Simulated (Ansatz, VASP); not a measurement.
# One calculation of Mo6CO, two programs

File INCAR:

```
SYSTEM = Mo6CO
PREC = Accurate
ENCUT = 520
EDIFF = 1E-7
ISMEAR = 0
SIGMA = 0.1
LREAL = .FALSE.
LASPH = .TRUE.
NELM = 100
ALGO = Normal
ISIF = 2
LWAVE = .FALSE.
LCHARG = .FALSE.
LDIPOL = .TRUE.
IDIPOL = 3
DIPOL = 0.5 0.5 0.325
GGA = PE
NBANDS = 57
```

KPOINTS

```
Automatic mesh
0
G
  6 6 1
  0 0 0
```

POSCAR

```
Mo6CO
1.0
    4.4695765303      0.0000000000      0.0000000000
   -2.2347882651      3.8707668194      0.0000000000
    0.0000000000      0.0000000000     22.2595667262
Mo C O
6 1 1
Direct
    0.6666666667      0.3333333333      0.1796980170
    0.3333333333      0.6666666667      0.2206848206
    0.0000000000      0.0000000000      0.2616716241
    0.6666666667      0.3333333333      0.2990464568
    0.3333333333      0.6666666667      0.3355219825
    0.0000000000      0.0000000000      0.3710569405
    0.1666666667      0.3333333333      0.4438346374
    0.2415872221      0.4831744442      0.4889653212
```

Input for Ansatz:

```yaml
crystal:
  lattice:
    - [4.4695765303, 0.0, 0.0]
    - [-2.2347882651, 3.8707668194, 0.0]
    - [0.0, 0.0, 22.2595667262]
  atoms:
    - { symbol: Mo, position: [0.6666666667, 0.3333333333, 0.179698017] }
    - { symbol: Mo, position: [0.3333333333, 0.6666666667, 0.2206848206] }
    - { symbol: Mo, position: [0.0, 0.0, 0.2616716241] }
    - { symbol: Mo, position: [0.6666666667, 0.3333333333, 0.2990464568] }
    - { symbol: Mo, position: [0.3333333333, 0.6666666667, 0.3355219825] }
    - { symbol: Mo, position: [0.0, 0.0, 0.3710569405] }
    - { symbol: C, position: [0.1666666667, 0.3333333333, 0.4438346374] }
    - { symbol: O, position: [0.2415872221, 0.4831744442, 0.4889653212] }
basis:
  ecutwfc: 420
kpoints:
  mp_grid: { grid: [6, 6, 1] }
hamiltonian:
  xc: pbe
  pseudopotentials: { kind: paw, azcp: { folder: soft_1 } }
scf:
  occupations: { method: gaussian, width: 0.1 }
output:
  forces: true
  eigenvalues: true
efield:
  axis: 3
  dipole_correction: true
  ramp_width: 0.04
```

Alike in both runs: task single point; functional PBE; k mesh 6 × 6 × 1; occupations gaussian, width 0.1 eV; no spin polarisation.

```csv
,VASP,Ansatz
version,VASP 6.6.1,Ansatz 0.2.0
potentials or method,"VASP PAW PBE potentials, release 64 (Mo_sv, C, O), cutoff 520 eV","scalar-relativistic, plane waves, PAW"
valence electrons in the cell,94,94
```

Ansatz gave:

* gap on the k mesh at the Fermi level (eV): none
* rms of the force components (eV/Å): 0.707

**Question.** Estimate VASP's values.

**Answer.** gap on the k mesh at the Fermi level (eV): none; rms of the force components (eV/Å): 0.783.

Atom by atom the forces differ by 0.227 eV/Å (rms over components). A gap of «none» marks a metal or a gap that the smearing closes. The functional is the same, so the differences come from potentials, cutoffs and numerics.

Noted on VASP's run: the standard files for N, O and F lose accuracy on very short bonds.
